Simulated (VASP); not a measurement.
# CuO2 (Fm-3m) in VASP: single point with PBE+U

Aim: the single point of CuO2 with PBE+U.

All numbers are computed with VASP 6.6.1; they aren't measurements. Logs are shortened: lines on timing, memory, paths and dates and some standing lists are left out, and cuts for length are marked.

## 1. The cell of the first run

It takes space group Fm-3m (No. 225, cubic). Conventional cell: a = 4.822 Å, b = 4.822 Å, c = 4.822 Å, α = 90.00°, β = 90.00°, γ = 90.00°. Within 2.8 Å of Cu (site symmetry m-3m) lie 8 O at 2.09 Å. Within 2.8 Å of O (site symmetry -43m) lie 4 Cu at 2.09 Å and 6 O at 2.41 Å.

## 2. Single point, PBE+U

Contents of INCAR:

```
SYSTEM = CuO2
ALGO = Normal ; EDIFF = 1E-6
ENCUT = 820 ; GGA = PE
GGA_COMPAT = .False. ; ISIF = 2
ISMEAR = 0 ; LASPH = .True.
LCHARG = .True. ; LDAU = .True.
LDAUJ = 0 0 ; LDAUL = 2 -1
LDAUPRINT = 1 ; LDAUTYPE = 2
LDAUU = 4 0 ; LELF = .True.
LMAXMIX = 4 ; LREAL = .False.
LVHAR = .True. ; LWAVE = .False.
NBANDS = 22 ; NELM = 200
PREC = Accurate ; SIGMA = 0.1
```

Contents of KPOINTS:

```
k-points
0
Gamma
  14 14 14
  0 0 0
```

Contents of POSCAR:

```
CuO2
1.0
    0.0000000000      2.4111141680      2.4111141680
    2.4111141680      0.0000000000      2.4111141680
    2.4111141680      2.4111141680      0.0000000000
Cu O
1 2
Direct
    0.0000000000      0.0000000000      0.0000000000
    0.2500000000      0.2500000000      0.2500000000
    0.7500000000      0.7500000000      0.7500000000
```

Potentials or basis: VASP PAW PBE potentials, release 64 (Cu_sv_GW, O).

Command:

```
$ cat potpaw_PBE.64/Cu_sv_GW/POTCAR potpaw_PBE.64/O/POTCAR > POTCAR
$ mpirun -np 1 vasp_std > vasp.out
```

OUTCAR:

```text
SYSTEM = CuO2
   EDIFF = 1E-6
   ENCUT = 820
   GGA = PE
   ISIF = 2
   ISMEAR = 0
   LASPH = .True.
   LREAL = .False.
   NELM = 200
   PREC = Accurate

 ion  position               nearest neighbor table
   1  0.000  0.000  0.000-   3 2.09   3 2.09   3 2.09   2 2.09   3 2.09   2 2.09   2 2.09   2 2.09

   2  0.250  0.250  0.250-   1 2.09   1 2.09   1 2.09   1 2.09
   3  0.750  0.750  0.750-   1 2.09   1 2.09   1 2.09   1 2.09

  LATTYP: Found a face centered cubic cell.
 ALAT       =     4.8222283360

  Lattice vectors:

 A1 = (   0.0000000000,   2.4111141680,   2.4111141680)
 A2 = (   2.4111141680,   0.0000000000,   2.4111141680)
 A3 = (   2.4111141680,   2.4111141680,   0.0000000000)

Analysis of symmetry for initial positions (statically):
=====================================================================
 Subroutine PRICEL returns:
 Original cell was already a primitive cell.

 Routine SETGRP: Setting up the symmetry group for a
 face centered cubic supercell.

 Subroutine GETGRP returns: Found 48 space group operations
 (whereof 48 operations were pure point group operations)
 out of a pool of 48 trial point group operations.

The static configuration has the point symmetry O_h .

Analysis of symmetry for dynamics (positions and initial velocities):
=====================================================================
 Subroutine PRICEL returns:
 Original cell was already a primitive cell.

 Routine SETGRP: Setting up the symmetry group for a
 face centered cubic supercell.

 Subroutine GETGRP returns: Found 48 space group operations
 (whereof 48 operations were pure point group operations)
 out of a pool of 48 trial point group operations.

The dynamic configuration has the point symmetry O_h .

 Subroutine INISYM returns: Found 48 space group operations
 (whereof 48 operations are pure point group operations),
 and found     1 'primitive' translations

----------------------------------------------------------------------------------------

                                     Primitive cell

  volume of cell :      28.0339

  direct lattice vectors                    reciprocal lattice vectors
     0.000000000  2.411114168  2.411114168    -0.207373009  0.207373009  0.207373009
     2.411114168  0.000000000  2.411114168     0.207373009 -0.207373009  0.207373009
     2.411114168  2.411114168  0.000000000     0.207373009  0.207373009 -0.207373009

  length of vectors
     3.409830357  3.409830357  3.409830357     0.359180588  0.359180588  0.359180588

  position of ions in fractional coordinates (direct lattice)
     0.000000000  0.000000000  0.000000000
     0.250000000  0.250000000  0.250000000
     0.750000000  0.750000000  0.750000000

  ion indices of the primitive-cell ions
   primitive index   ion index
                 1           1
                 2           2
                 3           3

----------------------------------------------------------------------------------------

 KPOINTS: k-points

Automatic generation of k-mesh.
 Grid dimensions read from file:
 generate k-points for:   14   14   14

 Generating k-lattice:

  Cartesian coordinates                     Fractional coordinates (reciprocal lattice)
    -0.014812358  0.014812358  0.014812358     0.071428571  0.000000000  0.000000000
     0.014812358 -0.014812358  0.014812358     0.000000000  0.071428571  0.000000000
     0.014812358  0.014812358 -0.014812358     0.000000000  0.000000000  0.071428571

  Length of vectors
     0.025655756  0.025655756  0.025655756

  Shift w.r.t. Gamma in fractional coordinates (k-lattice)
     0.000000000  0.000000000  0.000000000

 Subroutine IBZKPT returns following result:
 ===========================================

 Found    104 irreducible k-points:

 Following reciprocal coordinates:
            Coordinates               Weight
  0.000000  0.000000  0.000000      1.000000
  0.071429  0.000000  0.000000      8.000000
  0.142857  0.000000  0.000000      8.000000
  0.214286  0.000000  0.000000      8.000000
  0.285714  0.000000  0.000000      8.000000
  0.357143  0.000000  0.000000      8.000000
[... 16 lines left out ...]
  0.214286  0.142857  0.000000     24.000000
  0.285714  0.142857  0.000000     24.000000
 [... further k-points ...]
   k-points           NKPTS =    104   k-points in BZ     NKDIM =    104   number of bands    NBANDS=     22
   number of dos      NEDOS =    301   number of ions     NIONS =      3
   total plane-waves  NPLWV =  32768
   dimension x,y,z NGX =    32 NGY =   32 NGZ =   32
   dimension x,y,z NGXF=    64 NGYF=   64 NGZF=   64
   ions per type =               1   2
   NGX,Y,Z   is equivalent  to a cutoff of  15.60, 15.60, 15.60 a.u.
   NGXF,Y,Z  is equivalent  to a cutoff of  31.20, 31.20, 31.20 a.u.
 SYSTEM =  CuO2
   PREC   = accura    normal or accurate (medium, high low for compatibility)
   ISTART =      0    job   : 0-new  1-cont  2-samecut
   ICHARG =      2    charge: 1-file 2-atom 10-const
   ISPIN  =      1    spin polarized calculation?
   LNONCOLLINEAR =      F non collinear calculations
   LSORBIT =      F    spin-orbit coupling
   LASPH  =      T    aspherical Exc in radial PAW
   ENCUT  =  820.0 eV  60.27 Ry    7.76 a.u.   7.96  7.96  7.96*2*pi/ulx,y,z
   NELM   =    200;   NELMIN=  2; NELMDL= -5     # of ELM steps
   EDIFF  = 0.1E-05   stopping-criterion for ELM
   LREAL  =      F    real-space projection
   EDIFFG = 0.1E-04   stopping-criterion for IOM
   NSW    =      0    number of steps for IOM
   IBRION =     -1    ionic relax: 0-MD 1-quasi-New 2-CG
   NFREE  =      0    steps in history (QN), initial steepest desc. (CG)
   ISIF   =      2    stress and relaxation
   ISYM   =      2    0-nonsym 1-usesym 2-fastsym
   POTIM  = 0.5000    time-step for ionic-motion
   TEBEG  =    0.0;   TEEND  =   0.0 temperature during run
   PSTRESS=    0.0 pullay stress
   NELECT =      31.0000    total number of electrons
   NUPDOWN=      -1.0000    fix difference up-down
   EMIN   =  10.00;   EMAX   =-10.00  energy-range for DOS
   EFERMI =   0.00;   METHOD = LEGACY
   ISMEAR =     0;   SIGMA  =   0.10  broadening in eV -4-tet -1-fermi 0-gaus
   EFERMI_NEDOS =   21; number of points for ismear=-14 and -15
   IALGO  =     38    algorithm
   IMIX   =      4    mixing-type and parameters
     AMIX     =   0.40;   BMIX     =  1.00
     AMIX_MAG =   1.60;   BMIX_MAG =  1.00
  volume/ion in A,a.u.               =       9.34        63.06
  Fermi-wavevector in a.u.,A,eV,Ry     =   1.692912  3.199139 38.993614  2.865950
  Thomas-Fermi vector in A             =   2.774413
   LORBIT       =      0    0 simple, 1 ext, 2 COOP (PROOUT), +10 PAW based schemes
 LDA+U is selected, type is set to LDAUTYPE =  2
   angular momentum for each species LDAUL =     2   -1
   U (eV)           for each species LDAUU =   4.0  0.0
   J (eV)           for each species LDAUJ =   0.0  0.0
   GGA     = PE    functional components
   LHFCALC =     F    Hartree Fock is set to
   AEXX    =    0.0000 exact exchange contribution
   IVDW    =     0    specifies the selected vdW correction
   LEPSILON=     F    determine dielectric tensor
   LRPA    =     F    only Hartree local field effects (RPA)
 non-spin polarized calculation
 Gauss-broadening in eV      SIGMA  =   0.10
  energy-cutoff  :      820.00
  volume of cell :       28.03
 maximum number of plane-waves:      1524
   NGX = 15   NGY = 15   NGZ = 15

atom =   1  type =  1  l = 2

 onsite density matrix

spin component  1

  0.8433 -0.0000 -0.0000 -0.0000 -0.0000
 -0.0000  0.8433 -0.0000  0.0000 -0.0000
 -0.0000 -0.0000  0.9461  0.0000  0.0000
 -0.0000  0.0000  0.0000  0.8433  0.0000
 -0.0000 -0.0000  0.0000  0.0000  0.9461

spin component  2

  0.8433 -0.0000 -0.0000 -0.0000 -0.0000
 -0.0000  0.8433 -0.0000  0.0000 -0.0000
 -0.0000 -0.0000  0.9461  0.0000  0.0000
 -0.0000  0.0000  0.0000  0.8433  0.0000
 -0.0000 -0.0000  0.0000  0.0000  0.9461

 occupancies and eigenvectors

  o =  0.8433  v =  0.0000 -0.9999  0.0000  0.0147  0.0000  0.0000  0.0000  0.0000  0.0000  0.0000      0.0000  0.0000  0.0000  0.0000  0.0000  0.0000  0.0000  0.0000  0.0000  0.0000
  o =  0.8433  v =  0.0000  0.0000  0.0000  0.0000  0.0000  0.0000 -0.9999  0.0000  0.0147  0.0000      0.0000  0.0000  0.0000  0.0000  0.0000  0.0000  0.0000  0.0000  0.0000  0.0000
  o =  0.8433  v =  0.0000 -0.0147  0.0000 -0.9999 -0.0000  0.0000  0.0000  0.0000  0.0000  0.0000      0.0000  0.0000  0.0000  0.0000  0.0000  0.0000  0.0000  0.0000  0.0000  0.0000
  o =  0.8433  v =  0.0000  0.0000  0.0000  0.0000  0.0000  1.0000  0.0000  0.0000  0.0000  0.0000      0.0000  0.0000  0.0000  0.0000  0.0000  0.0000  0.0000  0.0000  0.0000  0.0000
  o =  0.8433  v =  1.0000  0.0000  0.0000  0.0000  0.0000  0.0000  0.0000  0.0000  0.0000  0.0000      0.0000  0.0000  0.0000  0.0000  0.0000  0.0000  0.0000  0.0000  0.0000  0.0000
  o =  0.8433  v =  0.0000  0.0000  0.0000  0.0000  0.0000  0.0000 -0.0147  0.0000 -0.9999 -0.0000      0.0000  0.0000  0.0000  0.0000  0.0000  0.0000  0.0000  0.0000  0.0000  0.0000
  o =  0.9461  v =  0.0000  0.0000  0.0000  0.0000  0.0000  0.0000 -0.0000 -0.2949  0.0000 -0.9555      0.0000  0.0000  0.0000  0.0000  0.0000  0.0000  0.0000  0.0000  0.0000  0.0000
  o =  0.9461  v =  0.0000 -0.0000 -0.2949  0.0000 -0.9555  0.0000  0.0000  0.0000  0.0000  0.0000      0.0000  0.0000  0.0000  0.0000  0.0000  0.0000  0.0000  0.0000  0.0000  0.0000
  o =  0.9461  v =  0.0000 -0.0000 -0.9555 -0.0000  0.2949  0.0000  0.0000  0.0000  0.0000  0.0000      0.0000  0.0000  0.0000  0.0000  0.0000  0.0000  0.0000  0.0000  0.0000  0.0000
  o =  0.9461  v =  0.0000  0.0000  0.0000  0.0000  0.0000  0.0000 -0.0000 -0.9555 -0.0000  0.2949      0.0000  0.0000  0.0000  0.0000  0.0000  0.0000  0.0000  0.0000  0.0000  0.0000

 number of electron      31.0000008 magnetization

 Free energy of the ion-electron system (eV)
  ---------------------------------------------------
  ext. energy  EPLUGINS =         0.00000000
  ---------------------------------------------------
  free energy    TOTEN  =       -10.97601170 eV

  energy without entropy =      -10.92276432  energy(sigma->0) =      -10.94938801

 E-fermi :   4.0783     XC(G=0): -12.1199

 val. band max:        4.0778127767   @ k =   0.5000   0.2143   0.0714
 cond. band min:       4.0791122555   @ k =   0.5000   0.1429   0.0714
 fundamental gap:      0.0012994789
 Fermi energy:         4.0782646584

 k-point     1 :       0.0000    0.0000    0.0000
  band No.  band energies     occupation
      1    -107.7710      2.00000
      2     -65.1444      2.00000
      3     -65.1444      2.00000
      4     -65.1444      2.00000
      5     -15.6287      2.00000
      6     -11.6946      2.00000
[... 14 lines left out ...]
     21      16.3003      0.00000
     22      22.9140      0.00000

 k-point     2 :       0.0714    0.0000    0.0000
  band No.  band energies     occupation
      1    -107.7710      2.00000
      2     -65.1445      2.00000
      3     -65.1444      2.00000
      4     -65.1444      2.00000
      5     -15.5795      2.00000
      6     -11.7542      2.00000
[... 14 lines left out ...]
     21      16.4345      0.00000
     22      23.3469      0.00000

 k-point     3 :       0.1429    0.0000    0.0000
  band No.  band energies     occupation
      1    -107.7709      2.00000
      2     -65.1450      2.00000
      3     -65.1444      2.00000
      4     -65.1444      2.00000
      5     -15.4346      2.00000
      6     -11.9249      2.00000
[... 14 lines left out ...]
     21      16.8248      0.00000
     22      23.4030      0.00000

 k-point     4 :       0.2143    0.0000    0.0000
  band No.  band energies     occupation
      1    -107.7710      2.00000
      2     -65.1457      2.00000
      3     -65.1445      2.00000
      4     -65.1445      2.00000
      5     -15.2025      2.00000
      6     -12.1859      2.00000
[... 14 lines left out ...]
     21      17.4341      0.00000
     22      23.4618      0.00000

 k-point     5 :       0.2857    0.0000    0.0000
  band No.  band energies     occupation
      1    -107.7710      2.00000
      2     -65.1464      2.00000
      3     -65.1448      2.00000
      4     -65.1448      2.00000
      5     -14.8966      2.00000
      6     -12.5129      2.00000
[... 417 lines left out ...]
 k-point    22 :       0.1429    0.1429    0.0000
  band No.  band energies     occupation
      1    -107.7710      2.00000
      2     -65.1452      2.00000
      3     -65.1446      2.00000
      4     -65.1446      2.00000
      5     -15.3740      2.00000
      6     -11.9811      2.00000
[... 14 lines left out ...]
     21      17.2444      0.00000
     22      22.7768      0.00000

 k-point    23 :       0.2143    0.1429    0.0000
  band No.  band energies     occupation
      1    -107.7710      2.00000
      2     -65.1455      2.00000
      3     -65.1448      2.00000
      4     -65.1447      2.00000
      5     -15.2084      2.00000
      6     -12.1517      2.00000
[... 14 lines left out ...]
     21      17.7753      0.00000
     22      22.5009      0.00000

 k-point    24 :       0.2857    0.1429    0.0000
  band No.  band energies     occupation
      1    -107.7710      2.00000
      2     -65.1461      2.00000
      3     -65.1449      2.00000
      4     -65.1448      2.00000
      5     -14.9648      2.00000
      6     -12.3965      2.00000
[... 14 lines left out ...]
     21      18.4486      0.00000
     22      22.2294      0.00000

 [... further k-points ...]
[... 5 lines left out ...]
  --------------------------------------------------------------------------------------
  -------------------------------------------------------------------------------------
  Total        0.2977830      0.2977830      0.2977830     -0.0000000      0.0000000      0.0000000
  in kB       17.0187292     17.0187292     17.0187292     -0.0000000      0.0000000      0.0000000
  external PRESSURE =      17.0187292 kB  Pullay stress =       0.0000000 kB

 VOLUME and BASIS-vectors are now :
 -----------------------------------------------------------------------------
  energy-cutoff  :      820.00
  volume of cell :       28.03
      direct lattice vectors                 reciprocal lattice vectors
     0.000000000  2.411114168  2.411114168    -0.207373009  0.207373009  0.207373009
     2.411114168  0.000000000  2.411114168     0.207373009 -0.207373009  0.207373009
     2.411114168  2.411114168  0.000000000     0.207373009  0.207373009 -0.207373009

 POSITION                                       TOTAL-FORCE (eV/Angst)
 -----------------------------------------------------------------------------------
      0.00000      0.00000      0.00000        -0.000000     -0.000000     -0.000000
      1.20556      1.20556      1.20556        -0.000000     -0.000000     -0.000000
      3.61667      3.61667      3.61667         0.000000      0.000000      0.000000
 -----------------------------------------------------------------------------------
    total drift:                                0.000000     -0.000000      0.000000

  FREE ENERGIE OF THE ION-ELECTRON SYSTEM (eV)
  ---------------------------------------------------
  free  energy   TOTEN  =       -10.9760117014 eV

  energy  without entropy=      -10.9227643192  energy(sigma->0) =      -10.94938801
```

Wall time 2.1 min (1 thread of Intel Xeon Platinum 8259CL at 2.50GHz (Skylake/Cascade Lake), shared host); peak memory 0.28 GiB.

Results:

```yaml
Free_energy: -10.9760 eV
Pressure: 1.7 GPa
Band_gap_on_the_k_mesh: zero (an odd number of electrons rules out a gap without spin polarisation)
```

Eigenvalues of the final occupation matrices:
| site | spin | trace | eigenvalues |
| --- | --- | --- | --- |
| site 1 d | 1 | 4.42 | 0.84 0.84 0.84 0.95 0.95 |
| site 1 d | 2 | 4.42 | 0.84 0.84 0.84 0.95 0.95 |

Caveat: an odd number of electrons without spin polarisation forces a metal; a magnetic or distorted state may lie lower; U without spin polarisation on a metal has little footing.
